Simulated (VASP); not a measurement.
# BN (R3m) in VASP: notebook

Runs on BN. Level: PBEsol. Tasks: single point.

Program: VASP 6.6.1. These are calculated values, not measurements. Logs are shortened: lines on timing, memory, paths and dates and some standing lists are left out, and cuts for length are marked.

### Step 1. The cell of the first run

It takes space group R3m (No. 160, trigonal). The conventional cell has a = 2.535 Å, b = 2.535 Å, c = 10.252 Å, α = 90.00°, β = 90.00°, γ = 120.00°. Within 2.0 Å of B (site symmetry 3m) lie 3 N at 1.46 Å. N (site symmetry 3m) has 3 B at 1.46 Å within 2.0 Å.

### Step 2. Single point, PBEsol

INCAR reads:

```
PREC = Accurate ; ENCUT = 520
EDIFF = 1E-6 ; ISMEAR = 0
SIGMA = 0.01 ; LREAL = False
LASPH = True ; NELM = 80
ALGO = Normal ; ISIF = 2
LWAVE = False ; LCHARG = False
GGA = PS ; NBANDS = 11
```

KPOINTS reads:

```
regular mesh
0
Gamma
  10 10 10
```

POSCAR reads:

```
BN
1.0
    1.2675860196      0.7318404980      3.4173198006
   -1.2675860196      0.7318404980      3.4173198006
    0.0000000000     -1.4636820091      3.4173198006
B N
1 1
Direct
    0.9996710000      0.9996710000      0.9996710000
    0.3327620000      0.3327620000      0.3327620000
```

Potentials or basis: VASP PAW PBE potentials, release 64 (B, N).

Started as:

```
$ cat potpaw_PBE.64/B/POTCAR potpaw_PBE.64/N/POTCAR > POTCAR
$ mpirun -np 1 vasp_std > vasp.out
```

OUTCAR:

```text
PREC = Accurate
   ENCUT = 520
   EDIFF = 1E-6
   ISMEAR = 0
   LREAL = False
   LASPH = True
   NELM = 80
   ISIF = 2
   GGA = PS

 ion  position               nearest neighbor table
   1  1.000  1.000  1.000-   2 1.46   2 1.46   2 1.46
   2  0.333  0.333  0.333-   1 1.46   1 1.46   1 1.46

  LATTYP: Found a trigonal (rhomboedric) cell.
 ALAT       =     3.7175851639
 COS(alpha) =     0.7674785490

  Lattice vectors:

 A1 = (   1.2675860196,   0.7318404980,   3.4173198006)
 A2 = (  -1.2675860196,   0.7318404980,   3.4173198006)
 A3 = (   0.0000000000,  -1.4636820091,   3.4173198006)

Analysis of symmetry for initial positions (statically):
=====================================================================
 Subroutine PRICEL returns:
 Original cell was already a primitive cell.

 Routine SETGRP: Setting up the symmetry group for a
 trigonal (rhombohedral) supercell.

 Subroutine GETGRP returns: Found  6 space group operations
 (whereof  6 operations were pure point group operations)
 out of a pool of 12 trial point group operations.

The static configuration has the point symmetry C_3v.

Analysis of symmetry for dynamics (positions and initial velocities):
=====================================================================
 Subroutine PRICEL returns:
 Original cell was already a primitive cell.

 Routine SETGRP: Setting up the symmetry group for a
 trigonal (rhombohedral) supercell.

 Subroutine GETGRP returns: Found  6 space group operations
 (whereof  6 operations were pure point group operations)
 out of a pool of 12 trial point group operations.

The dynamic configuration has the point symmetry C_3v.

 Subroutine INISYM returns: Found  6 space group operations
 (whereof  6 operations are pure point group operations),
 and found     1 'primitive' translations

----------------------------------------------------------------------------------------

                                     Primitive cell

  volume of cell :      19.0209

  direct lattice vectors                    reciprocal lattice vectors
     1.267586020  0.731840498  3.417319801     0.394450548  0.227736222  0.097542352
    -1.267586020  0.731840498  3.417319801    -0.394450548  0.227736222  0.097542352
     0.000000000 -1.463682009  3.417319801     0.000000000 -0.455472443  0.097542284

  length of vectors
     3.717585164  3.717585164  3.717585190     0.465799884  0.465799884  0.465800004

  position of ions in fractional coordinates (direct lattice)
     0.999671000  0.999671000  0.999671000
[... 80 lines left out ...]
   EDIFFG = 0.1E-04   stopping-criterion for IOM
   NSW    =      0    number of steps for IOM
   IBRION =     -1    ionic relax: 0-MD 1-quasi-New 2-CG
   NFREE  =      0    steps in history (QN), initial steepest desc. (CG)
   ISIF   =      2    stress and relaxation
   ISYM   =      2    0-nonsym 1-usesym 2-fastsym
   POTIM  = 0.5000    time-step for ionic-motion
   TEBEG  =    0.0;   TEEND  =   0.0 temperature during run
   PSTRESS=    0.0 pullay stress
   NELECT =       8.0000    total number of electrons
   NUPDOWN=      -1.0000    fix difference up-down
   EMIN   =  10.00;   EMAX   =-10.00  energy-range for DOS
   EFERMI =   0.00;   METHOD = LEGACY
   ISMEAR =     0;   SIGMA  =   0.01  broadening in eV -4-tet -1-fermi 0-gaus
   EFERMI_NEDOS =   21; number of points for ismear=-14 and -15
   IALGO  =     38    algorithm
   IMIX   =      4    mixing-type and parameters
     AMIX     =   0.40;   BMIX     =  1.00
     AMIX_MAG =   1.60;   BMIX_MAG =  1.00
  volume/ion in A,a.u.               =       9.51        64.18
  Fermi-wavevector in a.u.,A,eV,Ry     =   1.226576  2.317893 20.469816  1.504489
  Thomas-Fermi vector in A             =   2.361572
   LORBIT       =      0    0 simple, 1 ext, 2 COOP (PROOUT), +10 PAW based schemes
   GGA     = PS    functional components
   LHFCALC =     F    Hartree Fock is set to
   AEXX    =    0.0000 exact exchange contribution
   IVDW    =     0    specifies the selected vdW correction
   LEPSILON=     F    determine dielectric tensor
   LRPA    =     F    only Hartree local field effects (RPA)
 non-spin polarized calculation
 Gauss-broadening in eV      SIGMA  =   0.01
  energy-cutoff  :      520.00
  volume of cell :       19.02
 maximum number of plane-waves:       523
   NGX = 13   NGY = 13   NGZ = 13

 number of electron       8.0000000 magnetization

 Free energy of the ion-electron system (eV)
  ---------------------------------------------------
  ext. energy  EPLUGINS =         0.00000000
  ---------------------------------------------------
  free energy    TOTEN  =       -18.26911192 eV

  energy without entropy =      -18.26911192  energy(sigma->0) =      -18.26911192

 E-fermi :   1.8638     XC(G=0): -10.0416

 val. band max:        1.8175717448   @ k =  -0.3000   0.3000   0.0000
 cond. band min:       5.9188463659   @ k =   0.5000   0.5000   0.0000
 fundamental gap:      4.1012746211
 Fermi energy:         1.8638437501

 k-point     1 :       0.0000    0.0000    0.0000
  band No.  band energies     occupation
      1     -15.7099      2.00000
      2      -2.2741      2.00000
      3       0.4782      2.00000
      4       0.4782      2.00000
      5       6.6853      0.00000
      6      13.1004      0.00000
      7      13.1004      0.00000
      8      14.4295      0.00000
      9      15.7827      0.00000
     10      26.8014      0.00000
     11      28.8275      0.00000
[... 309 lines left out ...]
 k-point    24 :       0.4000    0.3000    0.0000
  band No.  band energies     occupation
      1     -13.4239      2.00000
      2      -5.2061      2.00000
      3      -2.3522      2.00000
      4      -0.2893      2.00000
      5       7.9503      0.00000
      6      11.7190      0.00000
      7      13.7679      0.00000
      8      18.4533      0.00000
      9      19.4261      0.00000
     10      21.7699      0.00000
     11      25.7959      0.00000

 [... further k-points ...]
[... 5 lines left out ...]
  --------------------------------------------------------------------------------------
  -------------------------------------------------------------------------------------
  Total       -1.3987805     -1.3987794      0.0130551      0.0000000     -0.0000000      0.0000000
  in kB     -117.8227601   -117.8226655      1.0996630      0.0000000     -0.0000001      0.0000000
  external PRESSURE =     -78.1819209 kB  Pullay stress =       0.0000000 kB

 VOLUME and BASIS-vectors are now :
 -----------------------------------------------------------------------------
  energy-cutoff  :      520.00
  volume of cell :       19.02
      direct lattice vectors                 reciprocal lattice vectors
     1.267586020  0.731840498  3.417319801     0.394450548  0.227736222  0.097542352
    -1.267586020  0.731840498  3.417319801    -0.394450548  0.227736222  0.097542352
     0.000000000 -1.463682009  3.417319801     0.000000000 -0.455472443  0.097542284

 POSITION                                       TOTAL-FORCE (eV/Angst)
 -----------------------------------------------------------------------------------
      0.00000     -0.00000     10.24859         0.000000      0.000000     -0.005332
      0.00000     -0.00000      3.41146         0.000000     -0.000000      0.005332
 -----------------------------------------------------------------------------------
    total drift:                                0.000000      0.000021      0.000079

  FREE ENERGIE OF THE ION-ELECTRON SYSTEM (eV)
  ---------------------------------------------------
  free  energy   TOTEN  =       -18.2691119158 eV

  energy  without entropy=      -18.2691119158  energy(sigma->0) =      -18.26911192
```

OSZICAR:

```text
N       E                     dE             d eps       ncg     rms          rms(c)
DAV:   1     0.113287667828E+02    0.11329E+02   -0.46196E+03  2624   0.683E+02
DAV:   2    -0.190965245198E+02   -0.30425E+02   -0.29200E+02  3043   0.155E+02
DAV:   3    -0.198777857501E+02   -0.78126E+00   -0.78003E+00  3120   0.228E+01
DAV:   4    -0.198802372643E+02   -0.24515E-02   -0.24514E-02  2812   0.142E+00
DAV:   5    -0.198802476277E+02   -0.10363E-04   -0.10363E-04  3138   0.819E-02    0.757E+00
DAV:   6    -0.184470025427E+02    0.14332E+01   -0.48718E+00  2907   0.120E+01    0.350E+00
DAV:   7    -0.183093317006E+02    0.13767E+00   -0.19763E-01  3014   0.335E+00    0.213E+00
DAV:   8    -0.182687511917E+02    0.40581E-01   -0.10355E-01  3071   0.194E+00    0.223E-01
DAV:   9    -0.182688058515E+02   -0.54660E-04   -0.25294E-03  2795   0.392E-01    0.125E-01
DAV:  10    -0.182690916302E+02   -0.28578E-03   -0.42777E-04  2863   0.147E-01    0.215E-02
DAV:  11    -0.182691117068E+02   -0.20077E-04   -0.37890E-05  3071   0.401E-02    0.190E-02
DAV:  12    -0.182691119158E+02   -0.20905E-06   -0.79778E-06  2834   0.182E-02
   1 F= -.18269112E+02 E0= -.18269112E+02  d E =-.170178E-13
```

stdout:

```text
POSCAR found type information on POSCAR B N
 POSCAR found :  2 types and       2 ions
 scaLAPACK will be used
 -----------------------------------------------------------------------------
|                                                                             |
|                                                                             |
|     You enforced a specific xc type in the INCAR file but a different       |
|     I HOPE YOU KNOW WHAT YOU ARE DOING!                                     |
|                                                                             |
 -----------------------------------------------------------------------------

 LDA part: xc-table for (Slater+PW92), standard interpolation
 POSCAR, INCAR and KPOINTS ok, starting setup
 FFT: planning ... GRIDC
 FFT: planning ... GRID_SOFT
 FFT: planning ... GRID
 WAVECAR not read
 entering main loop
```

Run time: 13 s. Hardware: 1 thread of Intel Xeon 6975P-C (Granite Rapids), shared host; peak memory 0.16 GiB.

Results:

```yaml
Free_energy: -18.2691 eV
Pressure: -7.8 GPa
Largest_force: 0.005 eV/Å
Band_gap_on_the_k_mesh: 4.10 eV, indirect (least direct gap 4.73 eV)
```

Forces in eV/Å, atoms in the order of the input:
```
B    0.000  0.000 -0.005
N    0.000  0.000  0.005
```

Caveat: the PAW data sets were made with another functional, which shifts forces and pressure a little.

### Step 3. Single point, PBEsol

This run uses another cell than the first one, of 9.88 Å³/atom, 1.038 times its volume.

INCAR reads:

```
PREC     = Accurate       # precision mode
ENCUT    = 520            # plane-wave cutoff, eV
EDIFF    = 1E-7           # SCF threshold, eV
ISMEAR   = 0              # smearing method
SIGMA    = 0.01           # smearing width, eV
LREAL    = F              # projectors in reciprocal space
LASPH    = T              # aspherical terms in the spheres
NELM     = 60             # most SCF steps
ALGO     = Normal         # electronic algorithm
ISIF     = 2              # what is computed and relaxed
LWAVE    = F              # write WAVECAR
LCHARG   = F              # write CHGCAR
GGA      = PS             # functional
NBANDS   = 11             # bands
```

KPOINTS is that of step 2.

POSCAR reads:

```
BN
1.0
    1.2836331158      0.7411052853      3.4605816058
   -1.2836331158      0.7411052853      3.4605816058
    0.0000000000     -1.4822115965      3.4605816058
B N
1 1
Direct
    0.9996710000      0.9996710000      0.9996710000
    0.3327620000      0.3327620000      0.3327620000
```

Potentials or basis: VASP PAW PBE potentials, release 64 (B, N).

Started as:

```
$ cat potpaw_PBE.64/B/POTCAR potpaw_PBE.64/N/POTCAR > POTCAR
$ mpirun -np 1 vasp_std > vasp.out
```

Run time: 14 s. Hardware: 1 thread of Intel Xeon 6975P-C (Granite Rapids), shared host; peak memory 0.16 GiB.

Results (log left out):

```yaml
Free_energy: -18.2167 eV
Pressure: -15.2 GPa
Largest_force: 0.008 eV/Å
Band_gap_on_the_k_mesh: 4.06 eV, indirect (least direct gap 4.63 eV)
```

Forces in eV/Å, atoms in the order of the input:
```
B    0.000  0.000 -0.008
N    0.000  0.000  0.008
```

Stress tensor (GPa, compression positive):
```
-22.78   0.00   0.00
  0.00 -22.78   0.00
  0.00   0.00  -0.07
```

Levels at points of the mesh, in eV from the valence-band top:
| k point | band 1 | band 2 | band 3 | band 4 | band 5 | band 6 | band 7 | band 8 | band 9 |
| --- | --- | --- | --- | --- | --- | --- | --- | --- | --- |
| (0.00, 0.00, 0.00) | -17.30 | -3.95 | -1.38 | -1.38 | 4.80 | 10.98 | 10.98 | 12.17 | 13.30 |
| (0.50, 0.00, 0.00) | -14.32 | -8.66 | -3.98 | -0.59 | 4.98 | 9.05 | 12.36 | 14.30 | 18.92 |
| (0.50, 0.50, 0.00) | -14.26 | -8.55 | -4.03 | -1.11 | 4.06 | 9.04 | 13.47 | 16.57 | 19.05 |
| (0.50, 0.50, 0.50) | -17.07 | -5.76 | -1.39 | -1.39 | 9.43 | 10.83 | 10.91 | 10.91 | 15.29 |

Caveat: the PAW data sets were made with another functional, which shifts forces and pressure a little.
